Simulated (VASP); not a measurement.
# Si (a cell with a defect) in VASP: a series of runs

Runs on Si (a cell with a defect). Level: PBE. Tasks: single point.

Program: VASP 6.6.1. These are calculated values, not measurements. Logs are shortened: lines on timing, memory, paths and dates and some standing lists are left out, and cuts for length are marked.

## Step 1: The cell of the first run

The cell holds a defect, 63 atoms: a = 10.860 Å, b = 10.860 Å, c = 10.860 Å, α = 90.00°, β = 90.00°, γ = 90.00°.

## Step 2: Single point, PBE

Input file INCAR:

```
  PREC = Accurate
  ENCUT = 400
  EDIFF = 1E-6
  ISMEAR = 0
  SIGMA = 0.05
  LREAL = Auto
  LASPH = T
  NELM = 120
  ALGO = Normal
  ISIF = 2
  LWAVE = F
  LCHARG = F
  GGA = PE
  NBANDS = 163
  GGA_COMPAT = F
```

Input file KPOINTS:

```
regular mesh
0
Gamma
  1 1 1
```

Input file POSCAR:

```
Si
1.0
   10.8600000000      0.0000000000      0.0000000000
    0.0000000000     10.8600000000      0.0000000000
    0.0000000000      0.0000000000     10.8600000000
Si
63
Direct
    0.5043828729      0.0037659300      0.0019259669
    0.6382639042      0.1381941068      0.1206465930
    0.7731965009      0.2731976059     -0.0018736648
    0.9771686004      0.4770959484     -0.0044190608
    0.7507732965      0.0035272560      0.2478905157
    0.8734077348      0.1259418048      0.3781644567
   -0.0015298343      0.0030906077      0.0023454880
    0.1125083794      0.1367746777      0.1290997238
    0.2458353591      0.2509620626      0.0019279926
    0.3746492634      0.3743360037      0.1251960405
    0.5033453039      0.4981932781      0.0021458564
    0.6364171271      0.6126932781      0.1290930939
    0.7506972376      0.7460103131      0.0021318600
    0.8746027624      0.8743513812      0.1253305709
    0.2453661142      0.0038532228      0.2487188766
    0.3762170350      0.1246669429      0.3721759669
    0.5033435543      0.2502705341      0.2481513812
    0.6263683241      0.3733289134      0.3774406077
    0.7668982505      0.4817030387      0.2540963168
    0.8750622468      0.6224739411      0.3776686004
    0.4989460405     -0.0012534070      0.4991935543
    0.6217085635      0.1217038674      0.6286052486
    0.7467920810      0.2469319521      0.5051694291
    0.8746827808      0.3743802947      0.6252380295
    0.7486872928     -0.0012441068      0.7531059853
    0.8759479742      0.1277148250      0.8739279926
    0.1110235727      0.6107028545      0.1201397790
    0.2452996317      0.7454431860      0.0023352670
    0.3751328729      0.8745968692      0.1259139042
   -0.0182323204      0.2667125230      0.2549764273
    0.1231498158      0.3753161142      0.3774420810
    0.2456899632      0.4984509208      0.2476693370
    0.3725261510      0.6240316759      0.3720518416
    0.5038527624      0.7451794659      0.2495123389
    0.6251030387      0.8765141805      0.3719641805
    0.0006040516     -0.0034014733      0.4980570902
    0.1272707182      0.1212856354      0.6212321363
    0.2518542357      0.2485957643      0.4986828729
    0.3753093923      0.3741612339      0.6265563536
    0.4973496317      0.5000848987      0.4980918969
    0.6212436464      0.6274833333      0.6212636280
    0.7484914365      0.7518473297      0.4986024862
    0.8748488950      0.8744775322      0.6264519337
    0.2503837017     -0.0006155617      0.7512057090
    0.3730861878      0.1245456722      0.8791304788
    0.4988754144      0.2481192449      0.7538920810
    0.6282651934      0.3761454880      0.8734710866
    0.7468317680      0.5027828729      0.7445828729
    0.8732162063      0.6225448435      0.8726027624
   -0.0017150092      0.7449795580      0.2478617864
    0.1243478821      0.8723789134      0.3712387661
    0.0020720074      0.5018068140      0.5045671271
    0.1272185083      0.6274173112      0.6278374770
    0.2501316759      0.7503555249      0.4989082873
    0.3747075506      0.8743639042      0.6255114180
    0.0025995396      0.2464716390      0.7450965930
    0.1228000921      0.3736216390      0.8720434622
    0.2515992634      0.5014974217      0.7521945672
    0.3762604972      0.6246283610      0.8790772560
    0.4991361878      0.7499727440      0.7516635359
    0.6251209945      0.8730458564      0.8783834254
    0.0014887661      0.7511735727      0.7530470534
    0.1250865562      0.8766014733      0.8787523020
```

Potentials or basis: VASP PAW PBE potentials, release 64 (Si).

Command:

```sh
$ cat potpaw_PBE.64/Si/POTCAR > POTCAR
$ mpirun -np 1 vasp_gam > vasp.out
```

OUTCAR:

```text
PREC = Accurate
   ENCUT = 400
   EDIFF = 1E-6
   ISMEAR = 0
   LREAL = Auto
   LASPH = T
   NELM = 120
   ISIF = 2
   GGA = PE

 ion  position               nearest neighbor table
   1  0.504  0.004  0.002-  45 2.35  61 2.35  29 2.40   2 2.43
   2  0.638  0.138  0.121-   5 2.35  17 2.35   1 2.43   3 2.46
   3  0.773  0.273  0.998-  47 2.36  26 2.36   2 2.46   4 3.13
   4  0.977  0.477  0.996-  49 2.36  57 2.36  27 2.46   3 3.13
   5  0.751  0.004  0.248-   2 2.35   6 2.35  14 2.36  35 2.36
   6  0.873  0.126  0.378-  30 2.35  23 2.35   5 2.35  36 2.36
[... 10 lines left out ...]
  17  0.503  0.250  0.248-  18 2.35   2 2.35  10 2.36  16 2.36
  18  0.626  0.373  0.377-  19 2.35  23 2.35  17 2.35  40 2.36
  19  0.767  0.482  0.254-  18 2.35  20 2.35  12 2.42
  20  0.875  0.622  0.378-  19 2.35  52 2.35  50 2.36  42 2.36
  21  0.499  0.999  0.499-  55 2.35  22 2.35  35 2.36  16 2.36
  22  0.622  0.122  0.629-  23 2.34  25 2.35  46 2.35  21 2.35
  23  0.747  0.247  0.505-  22 2.34  18 2.35   6 2.35  24 2.35
  24  0.875  0.374  0.625-  23 2.35  52 2.36  48 2.36  56 2.36
  25  0.749  0.999  0.753-  22 2.35  61 2.35  43 2.36  26 2.36
  26  0.876  0.128  0.874-  56 2.35   7 2.36   3 2.36  25 2.36
  27  0.111  0.611  0.120-  32 2.35  50 2.36  28 2.43   4 2.46
  28  0.245  0.745  0.002-  63 2.35  59 2.35  29 2.40  27 2.43
  29  0.375  0.875  0.126-  34 2.39  15 2.39   1 2.40  28 2.40
  30  0.982  0.267  0.255-   6 2.35  31 2.35   8 2.42
  31  0.123  0.375  0.377-  30 2.35  52 2.35  32 2.35  38 2.36
  32  0.246  0.498  0.248-  27 2.35  31 2.35  10 2.36  33 2.36
  33  0.373  0.624  0.372-  40 2.35  34 2.35  54 2.36  32 2.36
  34  0.504  0.745  0.250-  33 2.35  35 2.35  29 2.39  12 2.42
  35  0.625  0.877  0.372-  42 2.35  34 2.35  21 2.36   5 2.36
  36  0.001  0.997  0.498-  37 2.35  51 2.35  43 2.36   6 2.36
[... 25 lines left out ...]
  62  0.001  0.751  0.753-  53 2.35  63 2.35  43 2.36  49 2.36
  63  0.125  0.877  0.879-  62 2.35  28 2.35  44 2.36   7 2.36

  LATTYP: Found a simple cubic cell.
 ALAT       =    10.8600000000

  Lattice vectors:

 A1 = (  10.8600000000,   0.0000000000,   0.0000000000)
 A2 = (   0.0000000000,  10.8600000000,   0.0000000000)
 A3 = (   0.0000000000,   0.0000000000,  10.8600000000)

Analysis of symmetry for initial positions (statically):
=====================================================================
 Subroutine PRICEL returns:
 Original cell was already a primitive cell.

 Routine SETGRP: Setting up the symmetry group for a
 simple cubic supercell.

 Subroutine GETGRP returns: Found  1 space group operations
 (whereof  1 operations were pure point group operations)
 out of a pool of 48 trial point group operations.

The static configuration has the point symmetry C_1 .

Analysis of symmetry for dynamics (positions and initial velocities):
=====================================================================
 Subroutine PRICEL returns:
 Original cell was already a primitive cell.

 Routine SETGRP: Setting up the symmetry group for a
 simple cubic supercell.

 Subroutine GETGRP returns: Found  1 space group operations
 (whereof  1 operations were pure point group operations)
 out of a pool of 48 trial point group operations.

The dynamic configuration has the point symmetry C_1 .

 Subroutine INISYM returns: Found  1 space group operations
 (whereof  1 operations are pure point group operations),
 and found     1 'primitive' translations

----------------------------------------------------------------------------------------

                                     Primitive cell

  volume of cell :    1280.8241

  direct lattice vectors                    reciprocal lattice vectors
    10.860000000  0.000000000  0.000000000     0.092081031  0.000000000  0.000000000
     0.000000000 10.860000000  0.000000000     0.000000000  0.092081031  0.000000000
     0.000000000  0.000000000 10.860000000     0.000000000  0.000000000  0.092081031

  length of vectors
    10.860000000 10.860000000 10.860000000     0.092081031  0.092081031  0.092081031

  position of ions in fractional coordinates (direct lattice)
     0.504382873  0.003765930  0.001925967
     0.638263904  0.138194107  0.120646593
     0.773196501  0.273197606  0.998126335
     0.977168600  0.477095948  0.995580939
     0.750773297  0.003527256  0.247890516
     0.873407735  0.125941805  0.378164457
[... 55 lines left out ...]
     0.001488766  0.751173573  0.753047053
     0.125086556  0.876601473  0.878752302

  ion indices of the primitive-cell ions
   primitive index   ion index
                 1           1
                 2           2
                 3           3
                 4           4
                 5           5
                 6           6
[... 55 lines left out ...]
                62          62
                63          63

----------------------------------------------------------------------------------------

 KPOINTS: regular mesh

Automatic generation of k-mesh.
 Grid dimensions read from file:
 generate k-points for:    1    1    1

 Generating k-lattice:

  Cartesian coordinates                     Fractional coordinates (reciprocal lattice)
     0.092081031  0.000000000  0.000000000     1.000000000  0.000000000  0.000000000
     0.000000000  0.092081031  0.000000000     0.000000000  1.000000000  0.000000000
     0.000000000  0.000000000  0.092081031     0.000000000  0.000000000  1.000000000

  Length of vectors
     0.092081031  0.092081031  0.092081031

  Shift w.r.t. Gamma in fractional coordinates (k-lattice)
     0.000000000  0.000000000  0.000000000

 Subroutine IBZKPT returns following result:
 ===========================================

 Found      1 irreducible k-points:

 Following reciprocal coordinates:
            Coordinates               Weight
  0.000000  0.000000  0.000000      1.000000
   k-points           NKPTS =      1   k-points in BZ     NKDIM =      1   number of bands    NBANDS=    163
   number of dos      NEDOS =    301   number of ions     NIONS =     63
   total plane-waves  NPLWV = 373248
   dimension x,y,z NGX =    72 NGY =   72 NGZ =   72
   dimension x,y,z NGXF=   144 NGYF=  144 NGZF=  144
   ions per type =              63
   NGX,Y,Z   is equivalent  to a cutoff of  11.02, 11.02, 11.02 a.u.
   NGXF,Y,Z  is equivalent  to a cutoff of  22.04, 22.04, 22.04 a.u.
 SYSTEM =  unknown system
   PREC   = accura    normal or accurate (medium, high low for compatibility)
   ISTART =      0    job   : 0-new  1-cont  2-samecut
   ICHARG =      2    charge: 1-file 2-atom 10-const
   ISPIN  =      1    spin polarized calculation?
   LNONCOLLINEAR =      F non collinear calculations
   LSORBIT =      F    spin-orbit coupling
   LASPH  =      T    aspherical Exc in radial PAW
   ENCUT  =  400.0 eV  29.40 Ry    5.42 a.u.  17.71 17.71 17.71*2*pi/ulx,y,z
   NELM   =    120;   NELMIN=  2; NELMDL= -5     # of ELM steps
   EDIFF  = 0.1E-05   stopping-criterion for ELM
   LREAL  =      T    real-space projection
   EDIFFG = 0.1E-04   stopping-criterion for IOM
   NSW    =      0    number of steps for IOM
   IBRION =     -1    ionic relax: 0-MD 1-quasi-New 2-CG
   NFREE  =      0    steps in history (QN), initial steepest desc. (CG)
   ISIF   =      2    stress and relaxation
   ISYM   =      2    0-nonsym 1-usesym 2-fastsym
   POTIM  = 0.5000    time-step for ionic-motion
   TEBEG  =    0.0;   TEEND  =   0.0 temperature during run
   PSTRESS=    0.0 pullay stress
   NELECT =     252.0000    total number of electrons
   NUPDOWN=      -1.0000    fix difference up-down
   EMIN   =  10.00;   EMAX   =-10.00  energy-range for DOS
   EFERMI =   0.00;   METHOD = LEGACY
   ISMEAR =     0;   SIGMA  =   0.05  broadening in eV -4-tet -1-fermi 0-gaus
   EFERMI_NEDOS =   21; number of points for ismear=-14 and -15
   IALGO  =     38    algorithm
   IMIX   =      4    mixing-type and parameters
     AMIX     =   0.40;   BMIX     =  1.00
     AMIX_MAG =   1.60;   BMIX_MAG =  1.00
  volume/ion in A,a.u.               =      20.33       137.20
  Fermi-wavevector in a.u.,A,eV,Ry     =   0.952164  1.799329 12.335269  0.906617
  Thomas-Fermi vector in A             =   2.080702
   LORBIT       =      0    0 simple, 1 ext, 2 COOP (PROOUT), +10 PAW based schemes
   GGA     = PE    functional components
   LHFCALC =     F    Hartree Fock is set to
   AEXX    =    0.0000 exact exchange contribution
   IVDW    =     0    specifies the selected vdW correction
   LEPSILON=     F    determine dielectric tensor
   LRPA    =     F    only Hartree local field effects (RPA)
 non-spin polarized calculation
 Gauss-broadening in eV      SIGMA  =   0.05
  energy-cutoff  :      400.00
  volume of cell :     1280.82
 maximum number of plane-waves:     11564
 NGX is ok and might be reduce to    70
   NGX = 35   NGY = 35   NGZ = 35

 number of electron     252.0000003 magnetization

 Free energy of the ion-electron system (eV)
  ---------------------------------------------------
  ext. energy  EPLUGINS =         0.00000000
  ---------------------------------------------------
  free energy    TOTEN  =      -332.03950640 eV

  energy without entropy =     -332.03945842  energy(sigma->0) =     -332.03948241

 E-fermi :   6.2105     XC(G=0):  -9.3394

 val. band max:        6.0774690463   @ k =   0.0000   0.0000   0.0000
 cond. band min:       6.3437979026   @ k =   0.0000   0.0000   0.0000
 fundamental gap:      0.2663288563
 Fermi energy:         6.2104602549

 k-point     1 :       0.0000    0.0000    0.0000
  band No.  band energies     occupation
      1      -6.1772      2.00000
      2      -5.1281      2.00000
      3      -5.1275      2.00000
      4      -5.1123      2.00000
      5      -5.1035      2.00000
      6      -5.1021      2.00000
[... 130 lines left out ...]
    137       6.9252      0.00000
    138       6.9380      0.00000
 [bands above 138 left out]

------------------------ aborting loop because EDIFF is reached ----------------------------------------

  FORCE on cell =-STRESS in cart. coord.  units (eV):
  Direction    XX          YY          ZZ          XY          YZ          ZX
  --------------------------------------------------------------------------------------
  -------------------------------------------------------------------------------------
  Total        6.3128340      6.3264208     22.6065697     -0.8863792     -0.2896708     -0.0968690
  in kB        7.8966971      7.9136928     28.2784613     -1.1087679     -0.3623479     -0.1211730
  external PRESSURE =      14.6962837 kB  Pullay stress =       0.0000000 kB

 VOLUME and BASIS-vectors are now :
 -----------------------------------------------------------------------------
  energy-cutoff  :      400.00
  volume of cell :     1280.82
      direct lattice vectors                 reciprocal lattice vectors
    10.860000000  0.000000000  0.000000000     0.092081031  0.000000000  0.000000000
     0.000000000 10.860000000  0.000000000     0.000000000  0.092081031  0.000000000
     0.000000000  0.000000000 10.860000000     0.000000000  0.000000000  0.092081031

 POSITION                                       TOTAL-FORCE (eV/Angst)
 -----------------------------------------------------------------------------------
      5.47760      0.04090      0.02092         0.013755      0.021365      0.000917
      6.93155      1.50079      1.31022         0.032556      0.037494     -0.009532
      8.39691      2.96693     10.83965         0.027072      0.025575     -0.011149
     10.61205      5.18126     10.81201        -0.021486     -0.047383      0.024632
      8.15340      0.03831      2.69209         0.003913      0.002809      0.003871
      9.48521      1.36773      4.10687         0.008081      0.002024     -0.001354
[... 55 lines left out ...]
      0.01617      8.15774      8.17809        -0.003358     -0.006356      0.003862
      1.35844      9.51989      9.54325        -0.012652     -0.009203      0.010945
 -----------------------------------------------------------------------------------
    total drift:                               -0.001571     -0.003749      0.001217

  FREE ENERGIE OF THE ION-ELECTRON SYSTEM (eV)
  ---------------------------------------------------
  free  energy   TOTEN  =      -332.0395064029 eV

  energy  without entropy=     -332.0394584173  energy(sigma->0) =     -332.03948241
```

Run time: 5.1 min. Hardware: 1 thread of Intel Xeon 8259CL, shared host; peak memory 0.71 GiB.

Results:

- Free energy: -332.0395 eV
- Pressure: 1.5 GPa
- Largest force: 0.058 eV/Å

Forces on the atoms (eV/Å):
```
Si   0.014  0.021  0.001
Si   0.033  0.037 -0.010
Si   0.027  0.026 -0.011
Si  -0.021 -0.047  0.025
Si   0.004  0.003  0.004
Si   0.008  0.002 -0.001
Si  -0.003  0.006 -0.009
Si  -0.002 -0.010 -0.011
Si  -0.006  0.008  0.009
Si   0.010  0.003  0.005
Si   0.001  0.000 -0.005
Si  -0.006 -0.007 -0.007
Si   0.011 -0.004 -0.002
Si   0.011  0.001  0.002
Si   0.007  0.004  0.006
Si   0.008 -0.005 -0.008
Si   0.006  0.007 -0.008
Si  -0.002 -0.001  0.005
Si   0.049 -0.025  0.020
Si   0.014  0.001  0.004
Si   0.007  0.008 -0.002
Si   0.002  0.006  0.001
Si   0.006 -0.002 -0.007
Si   0.005  0.002  0.001
Si  -0.003 -0.009  0.003
Si   0.017 -0.002 -0.011
Si  -0.045 -0.019 -0.001
Si  -0.007 -0.021 -0.009
Si  -0.013 -0.004  0.005
Si  -0.024  0.048  0.006
Si  -0.011  0.010  0.014
Si  -0.010 -0.019 -0.003
Si  -0.001  0.005 -0.013
Si   0.002  0.004 -0.006
Si  -0.008  0.004 -0.008
Si   0.000  0.013 -0.005
Si   0.010 -0.001 -0.003
Si   0.008 -0.001 -0.009
Si  -0.008  0.009 -0.007
Si  -0.002  0.007 -0.002
Si  -0.004 -0.003 -0.004
Si   0.010  0.003 -0.009
Si   0.004  0.006 -0.007
Si   0.000 -0.006  0.011
Si   0.002  0.003 -0.002
Si  -0.004 -0.001 -0.006
Si  -0.016  0.005  0.000
Si  -0.006  0.002 -0.005
Si   0.004 -0.023  0.015
Si  -0.008 -0.007 -0.003
Si   0.001 -0.002 -0.004
Si   0.005  0.005  0.005
Si  -0.001 -0.006  0.012
Si   0.001 -0.007 -0.003
Si  -0.004  0.004 -0.007
Si   0.005 -0.003 -0.012
Si  -0.037 -0.010  0.022
Si  -0.009 -0.005  0.016
Si   0.000 -0.001 -0.002
Si   0.000  0.002  0.000
Si  -0.014  0.004  0.014
Si  -0.003 -0.006  0.004
Si  -0.013 -0.009  0.011
```

Caveat: the k points lie up to 0.58 Å⁻¹ apart.

(Continued in part 2 of 2.)
